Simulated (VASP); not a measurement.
Wanted: the native input for a VASP 6.6.1 run.

```
Task                   : single point
Functional             : PBE
Potentials or basis    : VASP PAW PBE potentials, release 64 (Li_sv, Cl)
Cutoff                 : 520 eV
k mesh                 : 4 × 4 × 6
Occupations            : gaussian, width 0.02 eV
Spin                   : no spin polarisation
Dipole correction      : no
Further INCAR settings : ALGO = Normal; EDIFF = 1e-07; NBANDS = 30
```

The structure of LiCl lies in POSCAR:

```
LiCl
1.0
    6.8119635059      0.0000000000      0.0000000000
    0.0000000000      6.8119635059      0.0000000000
    0.0000000000      0.0000000000      3.9938734850
Li Cl
4 4
Direct
    0.6710884660      0.6710884660      0.0000000000
    0.8289115340      0.1710884660      0.5000000000
    0.3289115340      0.3289115340      0.0000000000
    0.1710884660      0.8289115340      0.5000000000
    0.8119121843      0.8119121843      0.5000000000
    0.6880878157      0.3119121843      0.0000000000
    0.1880878157      0.1880878157      0.5000000000
    0.3119121843      0.6880878157      0.0000000000
```

This cell differs from its parent crystal: volume scaled by 1.06, then relaxed in part.

One way to write it, as run:

INCAR

```
  PREC = Accurate
  ENCUT = 520
  EDIFF = 1E-7
  ISMEAR = 0
  SIGMA = 0.02
  LREAL = False
  LASPH = True
  NELM = 80
  ALGO = Normal
  ISIF = 2
  LWAVE = False
  LCHARG = False
  GGA = PE
  NBANDS = 30
```

KPOINTS

```
regular mesh
0
Gamma
  4 4 6
```

Potentials or basis: VASP PAW PBE potentials, release 64 (Li_sv, Cl).

Run with:

```bash
$ cat potpaw_PBE.64/Li_sv/POTCAR potpaw_PBE.64/Cl/POTCAR > POTCAR
$ mpirun -np 1 vasp_std > vasp.out
```

Results of the run:

```json
{
 "Largest force": "0.003 eV/Å",
 "Band gap on the k mesh": "5.75 eV, direct"
}
```

Wall time 100 s on 1 thread of Intel(R) Xeon(R) Platinum 8488C (Sapphire Rapids), on a shared host, peak memory 0.31 GiB.
